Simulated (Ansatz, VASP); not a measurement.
## One calculation of TiC, two programs

```
CELL_PARAMETERS angstrom
0.00000 2.05814 2.22062
2.05814 0.00000 2.22062
2.05814 2.05814 0.00000
ATOMIC_POSITIONS crystal
Ti 0.00000 0.00000 0.00000
C 0.50000 0.50000 0.50000
```

Change from the starting cell: strain -0.050 along x and y, +0.025 along z, atoms carried along.

Alike in both runs: task single point; functional PBE; k mesh 24 × 24 × 24; occupations gaussian, width 0.15 eV; no spin polarisation.

```csv
,VASP,Ansatz
version,VASP 6.6.1,Ansatz 0.2.0
potentials or method,"VASP PAW PBE potentials, release 64 (Ti_sv, C), cutoff 520 eV","scalar-relativistic, plane waves, PAW"
valence electrons in the cell,16,16
```

```tsv
	VASP	Ansatz	Ansatz less VASP
gap on the k mesh at the Fermi level (eV)	none	none	-
pressure (GPa)	26.1	26.0	-0.12
traceless stress, the component that is largest in VASP (GPa)	-25.56	-25.45	+0.114
```

A gap of «none» marks a metal or a gap that the smearing closes.
